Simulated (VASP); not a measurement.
# Mg3Te (I4/mmm) in VASP: a series of runs

Aim: see how the results for Mg3Te move with the level of theory and the settings. Levels: PBE, RPBE. Tasks: single point, relaxation of the atoms.

Everything below comes from runs of VASP 6.6.1. Logs are shortened: lines on timing, memory, paths and dates and some standing lists are left out, and cuts for length are marked.

## 1. The cell of the first run

The structure is tetragonal, space group I4/mmm (No. 139). The conventional cell has a = 4.279 Å, b = 4.279 Å, c = 10.565 Å, α = 90.00°, β = 90.00°, γ = 90.00°. Within 4.0 Å of Mg (site symmetry 4/mmm) lie 4 Te at 3.03 Å and 8 Mg at 3.40 Å. Mg (site symmetry -4m2) has 8 Mg at 3.03 to 3.40 Å and 4 Te at 3.40 Å within 4.0 Å. Te (site symmetry 4/mmm) has 12 Mg at 3.03 to 3.40 Å within 4.0 Å.

## 2. Single point, PBE

INCAR

```
PREC = Accurate
ENCUT = 520
EDIFF = 1E-7
ISMEAR = 0
SIGMA = 0.1
LREAL = False
LASPH = True
NELM = 80
ALGO = Normal
ISIF = 2
LWAVE = False
LCHARG = False
GGA = PE
NBANDS = 14
ISYM = 0
```

KPOINTS

```
Automatic mesh
0
Gamma
  3 4 5
```

POSCAR

```
Mg3Te
1.0
   -2.1393600000      2.1393600000      5.2824880000
    2.1393600000     -2.1393600000      5.2824880000
    2.1393600000      2.1393600000     -5.2824880000
Mg Te
3 1
Direct
    0.5000000000      0.5000000000      0.0000000000
    0.7500000000      0.2500000000      0.5000000000
    0.2500000000      0.7500000000      0.5000000000
    0.0000000000      0.0000000000      0.0000000000
```

Potentials or basis: VASP PAW PBE potentials, release 64 (Mg, Te).

Started as:

```
> cat potpaw_PBE.64/Mg/POTCAR potpaw_PBE.64/Te/POTCAR > POTCAR
> mpirun -np 1 vasp_std > vasp.out
```

OUTCAR:

```text
PREC = Accurate
   ENCUT = 520
   EDIFF = 1E-7
   ISMEAR = 0
   LREAL = False
   LASPH = True
   NELM = 80
   ISIF = 2
   GGA = PE
   ISYM = 0

 ion  position               nearest neighbor table
   1  0.500  0.500  0.000-   4 3.03   4 3.03   4 3.03   4 3.03   3 3.40   2 3.40   3 3.40   2 3.40
                             3 3.40   3 3.40   2 3.40   2 3.40
   2  0.750  0.250  0.500-   3 3.03   3 3.03   3 3.03   3 3.03   4 3.40   1 3.40   4 3.40   4 3.40
                             1 3.40   1 3.40   4 3.40   1 3.40
   3  0.250  0.750  0.500-   2 3.03   2 3.03   2 3.03   2 3.03   4 3.40   1 3.40   4 3.40   1 3.40
                             4 3.40   4 3.40   1 3.40   1 3.40
   4  0.000  0.000  0.000-   1 3.03   1 3.03   1 3.03   1 3.03   3 3.40   2 3.40   3 3.40   3 3.40
                             2 3.40   2 3.40   3 3.40   2 3.40

IMPORTANT INFORMATION: All symmetrisations will be switched off!
NOSYMM: (Re-)initialisation of all symmetry stuff for point group C_1.

----------------------------------------------------------------------------------------

                                     Primitive cell

  volume of cell :      96.7089

  direct lattice vectors                    reciprocal lattice vectors
    -2.139360000  2.139360000  5.282488000     0.000000000  0.233714756  0.094652368
     2.139360000 -2.139360000  5.282488000     0.233714756  0.000000000  0.094652368
     2.139360000  2.139360000 -5.282488000     0.233714756  0.233714756  0.000000000

  length of vectors
     6.087561243  6.087561243  6.087561243     0.252154036  0.252154036  0.330522577

  position of ions in fractional coordinates (direct lattice)
     0.500000000  0.500000000  0.000000000
     0.750000000  0.250000000  0.500000000
     0.250000000  0.750000000  0.500000000
     0.000000000  0.000000000  0.000000000

  ion indices of the primitive-cell ions
   primitive index   ion index
                 1           1
                 2           2
                 3           3
                 4           4

----------------------------------------------------------------------------------------

 KPOINTS: Automatic mesh

Automatic generation of k-mesh.
 Grid dimensions read from file:
 generate k-points for:    3    4    5

 Generating k-lattice:

  Cartesian coordinates                     Fractional coordinates (reciprocal lattice)
     0.000000000  0.077904919  0.031550789     0.333333333  0.000000000 -0.000000000
     0.058428689  0.000000000  0.023663092     0.000000000  0.250000000  0.000000000
     0.046742951  0.046742951  0.000000000     0.000000000  0.000000000  0.200000000

  Length of vectors
[... 93 lines left out ...]
   EFERMI_NEDOS =   21; number of points for ismear=-14 and -15
   IALGO  =     38    algorithm
   IMIX   =      4    mixing-type and parameters
     AMIX     =   0.40;   BMIX     =  1.00
     AMIX_MAG =   1.60;   BMIX_MAG =  1.00
  volume/ion in A,a.u.               =      24.18       163.16
  Fermi-wavevector in a.u.,A,eV,Ry     =   0.816544  1.543045  9.071614  0.666745
  Thomas-Fermi vector in A             =   1.926832
   LORBIT       =      0    0 simple, 1 ext, 2 COOP (PROOUT), +10 PAW based schemes
   GGA     = PE    functional components
   LHFCALC =     F    Hartree Fock is set to
   AEXX    =    0.0000 exact exchange contribution
   IVDW    =     0    specifies the selected vdW correction
   LEPSILON=     F    determine dielectric tensor
   LRPA    =     F    only Hartree local field effects (RPA)
 non-spin polarized calculation
 Gauss-broadening in eV      SIGMA  =   0.10
  energy-cutoff  :      520.00
  volume of cell :       96.71
 maximum number of plane-waves:      2625
 NGX is ok and might be reduce to    48
   NGX = 23   NGY = 23   NGZ = 23

 number of electron      12.0000000 magnetization

 Free energy of the ion-electron system (eV)
  ---------------------------------------------------
  ext. energy  EPLUGINS =         0.00000000
  ---------------------------------------------------
  free energy    TOTEN  =        -8.30755085 eV

  energy without entropy =       -8.29843207  energy(sigma->0) =       -8.30299146

 E-fermi :   4.5224     XC(G=0):  -8.9363

 val. band max:        4.4252456386   @ k =   0.0000   0.0000   0.2000
 cond. band min:       4.5233421480   @ k =  -0.3333  -0.2500   0.2000
 fundamental gap:      0.0980965094
 Fermi energy:         4.5224243473

 k-point     1 :       0.0000    0.0000    0.0000
  band No.  band energies     occupation
      1      -7.6993      2.00000
      2       0.2505      2.00000
      3       0.3629      2.00000
      4       1.9241      2.00000
      5       1.9304      2.00000
      6       4.8273      0.00002
      7       5.7688      0.00000
      8       6.1256      0.00000
      9       6.1275      0.00000
     10       6.3345      0.00000
     11       8.1149      0.00000
     12      11.0002      0.00000
     13      11.0012      0.00000
     14      11.2025      0.00000
[... 377 lines left out ...]
      1      -7.0809      2.00000
      2      -0.8023      2.00000
      3       0.0541      2.00000
      4       0.4149      2.00000
      5       2.7872      2.00000
      6       4.0358      2.00000
      7       4.7782      0.00030
      8       6.2012      0.00000
      9       6.8073      0.00000
     10       7.7264      0.00000
     11       8.7687      0.00000
     12       9.0586      0.00000
     13      10.7467      0.00000
     14      11.9156      0.00000

 [... further k-points ...]

------------------------ aborting loop because EDIFF is reached ----------------------------------------

  FORCE on cell =-STRESS in cart. coord.  units (eV):
  Direction    XX          YY          ZZ          XY          YZ          ZX
  --------------------------------------------------------------------------------------
  -------------------------------------------------------------------------------------
  Total        0.0349649     -0.4156784      0.2921137      0.2689646      0.2896957     -0.4666641
  in kB        0.5792643     -6.8865509      4.8394535      4.4559419      4.7993931     -7.7312326
  external PRESSURE =      -0.4892777 kB  Pullay stress =       0.0000000 kB

 VOLUME and BASIS-vectors are now :
 -----------------------------------------------------------------------------
  energy-cutoff  :      520.00
  volume of cell :       96.71
      direct lattice vectors                 reciprocal lattice vectors
    -2.139360000  2.139360000  5.282488000     0.000000000  0.233714756  0.094652368
     2.139360000 -2.139360000  5.282488000     0.233714756  0.000000000  0.094652368
     2.139360000  2.139360000 -5.282488000     0.233714756  0.233714756  0.000000000

 POSITION                                       TOTAL-FORCE (eV/Angst)
 -----------------------------------------------------------------------------------
      0.00000      0.00000      5.28249         0.000000      0.000000     -0.000000
      0.00000      2.13936      2.64124        -0.007413     -0.029887      0.002926
      2.13936      0.00000      2.64124         0.007413      0.029887     -0.002926
      0.00000      0.00000      0.00000        -0.000000      0.000000      0.000000
 -----------------------------------------------------------------------------------
    total drift:                                0.000000      0.000000      0.000000

  FREE ENERGIE OF THE ION-ELECTRON SYSTEM (eV)
  ---------------------------------------------------
  free  energy   TOTEN  =        -8.3075508453 eV

  energy  without entropy=       -8.2984320667  energy(sigma->0) =       -8.30299146
```

OSZICAR:

```text
N       E                     dE             d eps       ncg     rms          rms(c)
DAV:   1     0.183229565272E+02    0.18323E+02   -0.38233E+03   868   0.635E+02
DAV:   2    -0.692296287776E+01   -0.25246E+02   -0.23494E+02  1104   0.869E+01
DAV:   3    -0.839933476826E+01   -0.14764E+01   -0.14672E+01  1150   0.179E+01
DAV:   4    -0.841335639924E+01   -0.14022E-01   -0.14019E-01   982   0.231E+00
DAV:   5    -0.841354771283E+01   -0.19131E-03   -0.19131E-03  1156   0.286E-01    0.572E+00
DAV:   6    -0.833540462575E+01    0.78143E-01   -0.89557E-02   958   0.120E+00    0.355E+00
DAV:   7    -0.831024855227E+01    0.25156E-01   -0.72318E-02  1096   0.112E+00    0.402E-01
DAV:   8    -0.830764351382E+01    0.26050E-02   -0.87405E-03   964   0.428E-01    0.234E-01
DAV:   9    -0.830755521105E+01    0.88303E-04   -0.10237E-03  1102   0.154E-01    0.602E-02
DAV:  10    -0.830755312083E+01    0.20902E-05   -0.13125E-05  1104   0.211E-02    0.355E-02
DAV:  11    -0.830755054457E+01    0.25763E-05   -0.52184E-06  1102   0.110E-02    0.191E-02
DAV:  12    -0.830755078236E+01   -0.23779E-06   -0.41343E-07  1012   0.294E-03    0.686E-03
DAV:  13    -0.830755084534E+01   -0.62988E-07   -0.36776E-08   560   0.848E-04
   1 F= -.83075508E+01 E0= -.83029915E+01  d E =-.911878E-02
```

Wall time 2 min (1 thread of Intel Xeon 8259CL, shared host); peak memory 0.33 GiB.

What came out:

* Free energy: -8.3076 eV
* Pressure: 0.0 GPa
* Largest force: 0.031 eV/Å
* Band gap on the k mesh: zero (bands 6 and 7 overlap by 1.32 eV)

Forces in eV/Å, atoms in the order of the input:
```
Mg   0.000  0.000  0.000
Mg  -0.007 -0.030  0.003
Mg   0.007  0.030 -0.003
Te   0.000  0.000  0.000
```

Caveat: the k points lie up to 0.40 Å⁻¹ apart, too coarse for converged energies and pressures of a metal; spin-orbit coupling is left out, which moves the levels of the heavy elements.

## 3. Single point, PBE

INCAR

```
PREC     = Accurate       # precision mode
ENCUT    = 520            # plane-wave cutoff, eV
EDIFF    = 1E-6           # SCF threshold, eV
ISMEAR   = 0              # smearing method
SIGMA    = 0.1            # smearing width, eV
LREAL    = F              # projectors in reciprocal space
LASPH    = T              # aspherical terms in the spheres
NELM     = 80             # most SCF steps
ALGO     = Normal         # electronic algorithm
ISIF     = 2              # what is computed and relaxed
LWAVE    = F              # write WAVECAR
LCHARG   = F              # write CHGCAR
GGA      = PE             # functional
NBANDS   = 14             # bands
```

KPOINTS

```
Automatic mesh
0
Gamma
  6 6 7
```

POSCAR is that of step 2.

Potentials or basis: VASP PAW PBE potentials, release 64 (Mg, Te).

Started as:

```
> cat potpaw_PBE.64/Mg/POTCAR potpaw_PBE.64/Te/POTCAR > POTCAR
> mpirun -np 1 vasp_std > vasp.out
```

It took 3.5 min on 1 thread of Intel Xeon 8259CL, shared host; peak memory 0.38 GiB.

The run converged. Its results:

```yaml
Free_energy: -8.3090 eV
Pressure: 0.0 GPa
Band_gap_on_the_k_mesh: zero (bands 6 and 7 overlap by 1.50 eV)
```

Stress tensor (GPa, compression positive):
```
-0.04  0.00  0.00
 0.00 -0.04  0.00
 0.00  0.00  0.13
```

Levels at points of the mesh, in eV from the Fermi level:
```csv
k point,band 2,band 3,band 4,band 5,band 6,band 7,band 8,band 9,band 10,band 11
"(0.00, 0.00, 0.00)",-4.33,-4.20,-2.63,-2.63,0.26,1.19,1.54,1.54,1.76,3.53
"(0.50, 0.00, 0.00)",-6.13,-4.28,-3.09,-2.19,0.20,0.94,2.26,2.57,2.97,4.02
"(0.50, 0.50, 0.00)",-5.18,-4.80,-3.60,-2.60,-1.56,-0.16,0.92,1.09,1.61,5.92
```

Caveat: spin-orbit coupling is left out, which moves the levels of the heavy elements.

## 4. Relaxation of the atoms, RPBE, collinear spin, zero start

INCAR

```
SYSTEM = Mg3Te
  PREC = Accurate
  ENCUT = 520
  EDIFF = 1E-6
  ISMEAR = 1
  SIGMA = 0.041
  LREAL = .False.
  LASPH = .True.
  NELM = 150
  ALGO = Normal
  ISIF = 2
  LWAVE = .False.
  LCHARG = .False.
  ISPIN = 2
  MAGMOM = 0 0 0 0
  LORBIT = 11
  GGA = RP
  IBRION = 2
  NSW = 30
  EDIFFG = -0.005
```

KPOINTS

```
Automatic mesh
0
Gamma
  2 2 2
  0 0 0
```

POSCAR is that of step 3.

Started as:

```
> cat potpaw_PBE.64/Mg/POTCAR potpaw_PBE.64/Te/POTCAR > POTCAR
> mpirun -np 1 vasp_std > vasp.out
```

Wall time 50 s (1 thread of Intel Xeon 8259CL, shared host); peak memory 0.39 GiB.

It converged, with:

- Free energy: -6.9040 eV
- Pressure after relaxing: 3.2 GPa
- Band gap on the k mesh: zero (filled and empty bands overlap)
- Net moment: 0.00 μB per cell
- Valence electrons inside the program's atomic spheres: Mg 0.30, 0.33 (each value once); Te 3.47

Stress tensor (GPa, compression positive):
```
2.73 0.00 0.00
0.00 2.73 0.00
0.00 0.00 4.26
```

Final structure:
```
Mg Te
1.0
    -2.13936    2.13936    5.28249
     2.13936   -2.13936    5.28249
     2.13936    2.13936   -5.28249
Mg Te
3 1
Direct
  0.50000 0.50000 0.00000
  0.75000 0.25000 0.50000
  0.25000 0.75000 0.50000
  0.00000 0.00000 0.00000
```

Levels at points of the mesh, in eV from the Fermi level:
Spin up:
```tsv
k point	band 1	band 2	band 3	band 4	band 5	band 6	band 7	band 8	band 9	band 10
(0.00, 0.00, 0.00)	-12.35	-4.58	-4.45	-2.79	-2.79	0.06	0.88	1.23	1.23	1.53
(0.50, 0.00, 0.00)	-11.81	-6.35	-4.52	-3.38	-2.33	-0.04	0.71	1.98	2.30	2.75
(0.50, 0.50, 0.00)	-11.42	-5.38	-5.00	-3.85	-2.88	-1.84	-0.46	0.69	0.82	1.32
(0.50, 0.50, 0.50)	-12.21	-6.74	-3.01	-3.01	-1.71	0.22	0.89	2.94	2.94	3.07
```
Spin down:
```tsv
k point	band 1	band 2	band 3	band 4	band 5	band 6	band 7	band 8	band 9	band 10
(0.00, 0.00, 0.00)	-12.35	-4.58	-4.45	-2.79	-2.79	0.06	0.88	1.23	1.23	1.53
(0.50, 0.00, 0.00)	-11.81	-6.35	-4.52	-3.38	-2.33	-0.04	0.71	1.98	2.30	2.75
(0.50, 0.50, 0.00)	-11.42	-5.38	-5.00	-3.85	-2.88	-1.84	-0.46	0.69	0.82	1.32
(0.50, 0.50, 0.50)	-12.21	-6.74	-3.01	-3.01	-1.71	0.22	0.89	2.94	2.94	3.07
```

Caveat: the k points lie up to 0.79 Å⁻¹ apart, too coarse for converged energies and pressures of a metal; the relaxation stopped at its first step, so nothing moved; semilocal functionals underestimate gaps, so a narrow gap can read as zero; the PAW data sets were made with another functional, which shifts forces and pressure a little; spin-orbit coupling is left out, which moves the levels of the heavy elements.

## 5. Overview

| task | level | spin | cell | k mesh | smearing | gap on the mesh (eV) | pressure (GPa) |
| --- | --- | --- | --- | --- | --- | --- | --- |
| single point | PBE | off | as given | 3 × 4 × 5 | gaussian 0.1 eV | none | 0.0 |
| single point | PBE | off | as given | 6 × 6 × 7 | gaussian 0.1 eV | none | 0.0 |
| relaxation of the atoms | RPBE | collinear, zero start | atoms relaxed | 2 × 2 × 2 | methfessel-paxton 0.041 eV | none | 3.2 |

Alike in all rows: potentials or basis VASP PAW PBE potentials, release 64 (Mg, Te); cutoff (eV) 520.

Caveats: some runs use coarse meshes; spin-orbit coupling is left out, which moves the levels of the heavy elements; the relaxation stopped at its first step, so nothing moved (at least some runs); semilocal functionals underestimate gaps, so a narrow gap can read as zero (at least some runs); the PAW data sets were made with another functional, which shifts forces and pressure a little (at least some runs).

Absolute energies hang on the potentials; compare differences alone.
